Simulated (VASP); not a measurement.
C:

```
C
1.0
     0.00000    1.77693    1.77693
     1.77693    0.00000    1.77693
     1.77693    1.77693    0.00000
C
2
Direct
  0.00000 0.00000 0.00000
  0.25000 0.25000 0.25000
```

Base run:

| Item | Value |
| --- | --- |
| Program | VASP 6.6.1 |
| Functional | PBEsol |
| Potentials or basis | VASP PAW PBE potentials, release 64 (C_h) |
| Cutoff | 910 eV |
| k mesh | 12 × 12 × 12 |
| Occupations | gaussian, width 0.02 eV |
| Spin | no spin polarisation |

Its results: band gap on the k mesh 4.07 eV, indirect (least direct gap 5.57 eV); pressure 0.0 GPa.

**Question.** The run is repeated on the same cell with these changes: potentials or basis from VASP PAW PBE potentials, release 64 (C_h) to VASP PAW PBE potentials, release 64 (C); cutoff from 910 eV to 520 eV. What comes out?

**Answer.** Band gap on the k mesh 4.06 eV, indirect (least direct gap 5.57 eV); pressure 1.1 GPa.

Caveats: the PAW data sets were made with another functional, which shifts forces and pressure a little; the cutoff is under 1.25 times the usual one of these potentials, so pressure, stress and relaxed cells hold a basis-set (Pulay) error (some runs).

A k mesh can miss the band edges.
